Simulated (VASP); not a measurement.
# In2Ga4N5 (P1) in VASP: single point with PBE

Aim: the single point of In2Ga4N5 with PBE.

All numbers are computed with VASP 6.6.1; they aren't measurements. Logs are shortened: lines on timing, memory, paths and dates and some standing lists are left out, and cuts for length are marked.

## Step 1: The cell of the first run

The typed cell holds 22 atoms: a = 5.815 Å, b = 7.862 Å, c = 7.858 Å, α = 78.97°, β = 68.39°, γ = 68.41°.

## Step 2: Single point, PBE

File INCAR:

```
  PREC = Accurate
  ENCUT = 520
  EDIFF = 1E-7
  ISMEAR = 0
  SIGMA = 0.1
  LREAL = Auto
  LASPH = T
  NELM = 60
  ALGO = Normal
  ISIF = 2
  LWAVE = F
  LCHARG = F
  GGA = PE
  ISYM = 0
  NBANDS = 120
```

File KPOINTS:

```
Automatic mesh
0
Gamma
  3 2 2
  0 0.5 0.5
```

File POSCAR:

```
In2Ga4N5
1.0
   -0.0001598616     -5.8152095509     -0.0075359891
    4.9994609094     -2.9004286784      5.3290419379
   -4.9968366573     -2.9007058164      5.3264577215
In Ga N
4 8 10
Direct
    0.3548629549      0.9906017826      0.9907997665
    0.8550188564      0.4905910203      0.4905694938
    0.9051003005      0.7666860484      0.7668826887
    0.4053121784      0.2667230737      0.2668396593
    0.3438164837      0.6665407772      0.3252107611
    0.8436815083      0.1663747636      0.8251717735
    0.3437312820      0.3249548762      0.6665297938
    0.8438400867      0.8252194626      0.1666174244
    0.9184773755      0.0730723461      0.4120417383
    0.4184141575      0.5729685816      0.9121172191
    0.9185376142      0.4118984769      0.0731005612
    0.4184786309      0.9118294347      0.5731851622
    0.6615033731      0.3549303769      0.0030765752
    0.1613277526      0.8550812938      0.5031696130
    0.6614712637      0.0030497230      0.3552068862
    0.1615668555      0.5029535710      0.8549336849
    0.7233758753      0.2455533691      0.6101932781
    0.2234580186      0.7455290447      0.1102621236
    0.7234306737      0.6103372700      0.2453461326
    0.2233887058      0.1100023637      0.7456789859
    0.6160643368      0.6955090365      0.6957338394
    0.1161272729      0.1956721196      0.1957586289
```

Potentials or basis: VASP PAW PBE potentials, release 64 (In_d, Ga_d, N).

Command:

```sh
> cat potpaw_PBE.64/In_d/POTCAR potpaw_PBE.64/Ga_d/POTCAR potpaw_PBE.64/N/POTCAR > POTCAR
> mpirun -np 1 vasp_std > vasp.out
```

OUTCAR:

```text
PREC = Accurate
   ENCUT = 520
   EDIFF = 1E-7
   ISMEAR = 0
   LREAL = Auto
   LASPH = T
   NELM = 60
   ISIF = 2
   GGA = PE
   ISYM = 0

 ion  position               nearest neighbor table
   1  0.355  0.991  0.991-  22 2.20  18 2.25  20 2.25   3 3.05   5 3.29   7 3.29  12 3.32  10 3.32
                             6 3.34   8 3.34   9 3.35  11 3.35   8 3.40   6 3.40   4 3.50
   2  0.855  0.491  0.491-  21 2.20  17 2.25  19 2.25   4 3.05   8 3.29   6 3.29  11 3.32   9 3.32
                             7 3.34   5 3.34  12 3.35  10 3.35   5 3.40   7 3.40   3 3.50
   3  0.905  0.767  0.767-  14 2.22  16 2.22  21 2.23   1 3.05   8 3.13   6 3.13  11 3.31   9 3.32
                            12 3.32  10 3.32  12 3.43  10 3.43   2 3.50
   4  0.405  0.267  0.267-  13 2.22  15 2.22  22 2.23   2 3.05   7 3.13   5 3.13  10 3.31  12 3.32
                            11 3.32   9 3.32   9 3.43  11 3.43   1 3.50
   5  0.344  0.667  0.325-  14 1.95  19 1.96  18 1.97   4 3.13   1 3.29   2 3.34   2 3.40
   6  0.844  0.166  0.825-  13 1.95  20 1.96  17 1.97   3 3.13   2 3.29   1 3.34   1 3.40
   7  0.344  0.325  0.667-  16 1.95  17 1.96  20 1.97   4 3.13   1 3.29   2 3.34   2 3.40
   8  0.844  0.825  0.167-  15 1.95  18 1.96  19 1.97   3 3.13   2 3.29   1 3.34   1 3.40
   9  0.918  0.073  0.412-  22 1.97  17 1.98  15 1.98  14 1.98   3 3.32   2 3.32   4 3.32   1 3.35
                             4 3.43
  10  0.418  0.573  0.912-  21 1.97  18 1.98  16 1.98  13 1.98   4 3.31   1 3.32   3 3.32   2 3.35
                             3 3.43
  11  0.919  0.412  0.073-  22 1.97  19 1.98  13 1.98  16 1.98   3 3.31   2 3.32   4 3.32   1 3.35
                             4 3.43
  12  0.418  0.912  0.573-  21 1.97  20 1.98  14 1.98  15 1.98   4 3.32   1 3.32   3 3.32   2 3.35
                             3 3.43
  13  0.662  0.355  0.003-   6 1.95  11 1.98  10 1.98   4 2.22
  14  0.161  0.855  0.503-   5 1.95  12 1.98   9 1.98   3 2.22
  15  0.661  0.003  0.355-   8 1.95   9 1.98  12 1.98   4 2.22
  16  0.162  0.503  0.855-   7 1.95  10 1.98  11 1.98   3 2.22
  17  0.723  0.246  0.610-   7 1.96   6 1.97   9 1.98   2 2.25
  18  0.223  0.746  0.110-   8 1.96   5 1.97  10 1.98   1 2.25
  19  0.723  0.610  0.245-   5 1.96   8 1.97  11 1.98   2 2.25
  20  0.223  0.110  0.746-   6 1.96   7 1.97  12 1.98   1 2.25
  21  0.616  0.696  0.696-  10 1.97  12 1.97   2 2.20   3 2.23
  22  0.116  0.196  0.196-   9 1.97  11 1.97   1 2.20   4 2.23

IMPORTANT INFORMATION: All symmetrisations will be switched off!
NOSYMM: (Re-)initialisation of all symmetry stuff for point group C_1.

----------------------------------------------------------------------------------------

                                     Primitive cell

  volume of cell :     309.9236

  direct lattice vectors                    reciprocal lattice vectors
    -0.000159862 -5.815209551 -0.007535989     0.000028950 -0.171841610 -0.093555103
     4.999460909 -2.900428678  5.329041938     0.100012804 -0.000124249  0.093755975
    -4.996836657 -2.900705816  5.326457721    -0.100061286 -0.000118816  0.093808207

  length of vectors
     5.815214436  7.861665465  7.858347324     0.195658113  0.137086685  0.137157773

[... 118 lines left out ...]
   IALGO  =     38    algorithm
   IMIX   =      4    mixing-type and parameters
     AMIX     =   0.40;   BMIX     =  1.00
     AMIX_MAG =   1.60;   BMIX_MAG =  1.00
  volume/ion in A,a.u.               =      14.09        95.07
  Fermi-wavevector in a.u.,A,eV,Ry     =   1.428715  2.699880 27.772584  2.041227
  Thomas-Fermi vector in A             =   2.548747
   LORBIT       =      0    0 simple, 1 ext, 2 COOP (PROOUT), +10 PAW based schemes
   GGA     = PE    functional components
   LHFCALC =     F    Hartree Fock is set to
   AEXX    =    0.0000 exact exchange contribution
   IVDW    =     0    specifies the selected vdW correction
   LEPSILON=     F    determine dielectric tensor
   LRPA    =     F    only Hartree local field effects (RPA)
 non-spin polarized calculation
 Gauss-broadening in eV      SIGMA  =   0.10
  energy-cutoff  :      520.00
  volume of cell :      309.92
 maximum number of plane-waves:      8353
 NGX is ok and might be reduce to    48
   NGX = 21   NGY = 29   NGZ = 29

 number of electron     206.0000020 magnetization

 Free energy of the ion-electron system (eV)
  ---------------------------------------------------
  ext. energy  EPLUGINS =         0.00000000
  ---------------------------------------------------
  free energy    TOTEN  =      -118.64629988 eV

  energy without entropy =     -118.61826483  energy(sigma->0) =     -118.63228236

 E-fermi :   7.2707     XC(G=0): -11.0441

 val. band max:        7.2420914701   @ k =  -0.3333  -0.2500   0.2500
 cond. band min:       7.4278159585   @ k =   0.0000   0.2500   0.2500
 fundamental gap:      0.1857244883
 Fermi energy:         7.2707271740

 k-point     1 :       0.0000    0.2500    0.2500
  band No.  band energies     occupation
      1      -9.8470      2.00000
      2      -9.7426      2.00000
      3      -9.5299      2.00000
      4      -9.5280      2.00000
      5      -9.5269      2.00000
      6      -9.5220      2.00000
[... 697 lines left out ...]
    114      10.5178      0.00000
    115      11.2923      0.00000
 [bands above 115 left out]

------------------------ aborting loop because EDIFF is reached ----------------------------------------

  FORCE on cell =-STRESS in cart. coord.  units (eV):
  Direction    XX          YY          ZZ          XY          YZ          ZX
  --------------------------------------------------------------------------------------
  -------------------------------------------------------------------------------------
  Total       -0.1383118      0.2975331      0.3843070     -0.0100482     -0.1050146     -0.0475018
  in kB       -0.7150150      1.5381236      1.9867088     -0.0519450     -0.5428820     -0.2455646
  external PRESSURE =       0.9366058 kB  Pullay stress =       0.0000000 kB

 VOLUME and BASIS-vectors are now :
 -----------------------------------------------------------------------------
  energy-cutoff  :      520.00
  volume of cell :      309.92
      direct lattice vectors                 reciprocal lattice vectors
    -0.000159862 -5.815209551 -0.007535989     0.000028950 -0.171841610 -0.093555103
     4.999460909 -2.900428678  5.329041938     0.100012804 -0.000124249  0.093755975
    -4.996836657 -2.900705816  5.326457721    -0.100061286 -0.000118816  0.093808207

 POSITION                                       TOTAL-FORCE (eV/Angst)
 -----------------------------------------------------------------------------------
      0.00155     -7.81079     10.55374         0.007386      0.000977     -0.010417
      0.00126     -7.81804      5.22093         0.002757      0.006394      0.000314
      0.00088     -9.71157      8.16365        -0.004171     -0.012582     -0.005934
      0.00005     -3.90461      2.83963        -0.008210     -0.016602     -0.001378
      1.70726     -4.87596      5.28165         0.006987     -0.003937     -0.015825
     -3.29160     -7.78232      5.27550         0.007608     -0.008769     -0.016140
[... 14 lines left out ...]
      0.00060     -7.61794      7.40755         0.003688      0.018853      0.025115
      0.00006     -1.81068      2.08457         0.002442      0.022232      0.024142
 -----------------------------------------------------------------------------------
    total drift:                               -0.000332      0.053908     -0.021243

  FREE ENERGIE OF THE ION-ELECTRON SYSTEM (eV)
  ---------------------------------------------------
  free  energy   TOTEN  =      -118.6462998845 eV

  energy  without entropy=     -118.6182648291  energy(sigma->0) =     -118.63228236
```

OSZICAR:

```text
N       E                     dE             d eps       ncg     rms          rms(c)
DAV:   1     0.317699104697E+04    0.31770E+04   -0.85257E+04  1512   0.293E+03
DAV:   2     0.749407878649E+03   -0.24276E+04   -0.23140E+04  1440   0.873E+02
[... 12 lines left out ...]
DAV:  15    -0.118646303675E+03   -0.31141E-04   -0.54649E-04  2208   0.126E-01    0.648E-02
DAV:  16    -0.118646300813E+03    0.28615E-05   -0.33177E-05  1904   0.114E-01    0.166E-02
DAV:  17    -0.118646299565E+03    0.12485E-05   -0.19334E-05  2056   0.637E-02    0.956E-03
DAV:  18    -0.118646299646E+03   -0.81076E-07   -0.78687E-06  2344   0.302E-02    0.505E-03
DAV:  19    -0.118646300088E+03   -0.44221E-06   -0.59505E-06  1592   0.162E-02    0.347E-03
DAV:  20    -0.118646299857E+03    0.23093E-06   -0.10771E-06  2016   0.194E-02    0.101E-03
DAV:  21    -0.118646299884E+03   -0.27158E-07   -0.53554E-07  1368   0.474E-03
   1 F= -.11864630E+03 E0= -.11863228E+03  d E =-.280351E-01
```

Wall time 12 min (1 thread of Intel Xeon Platinum 8488C (Sapphire Rapids), shared host); peak memory 0.48 GiB.

Results:

* Free energy: -118.6463 eV
* Pressure: 0.1 GPa
* Largest force: 0.033 eV/Å
* Band gap on the k mesh: zero (bands 103 and 104 overlap by 0.24 eV)

Forces in eV/Å, atoms in the order of the input:
```
In   0.007  0.001 -0.010
In   0.003  0.006  0.000
In  -0.004 -0.013 -0.006
In  -0.008 -0.017 -0.001
Ga   0.007 -0.004 -0.016
Ga   0.008 -0.009 -0.016
Ga  -0.006 -0.009 -0.020
Ga  -0.007 -0.002 -0.022
Ga  -0.005  0.002  0.007
Ga   0.003  0.004 -0.004
Ga   0.008  0.006  0.003
Ga   0.001  0.004  0.006
N    0.016 -0.012  0.014
N    0.015 -0.014  0.002
N   -0.013 -0.006  0.002
N   -0.020 -0.008  0.018
N   -0.003  0.007 -0.002
N   -0.003  0.010 -0.004
N   -0.010  0.003 -0.001
N    0.006  0.008  0.001
N    0.004  0.019  0.025
N    0.002  0.022  0.024
```

Stress tensor (GPa, compression positive):
```
-0.07 -0.01 -0.02
-0.01  0.15 -0.05
-0.02 -0.05  0.20
```

Levels at points of the mesh, in eV from the Fermi level:
```
           k point  band 100  band 101  band 102  band 103  band 104  band 105  band 106  band 107
(0.00, 0.25, 0.25)     -2.50     -2.37     -2.13     -0.13      0.16      0.37      0.54      0.85
```

Caveat: the k points lie up to 0.43 Å⁻¹ apart; semilocal functionals underestimate gaps, so a narrow gap can read as zero; spin-orbit coupling is left out, which moves the levels of the heavy elements.
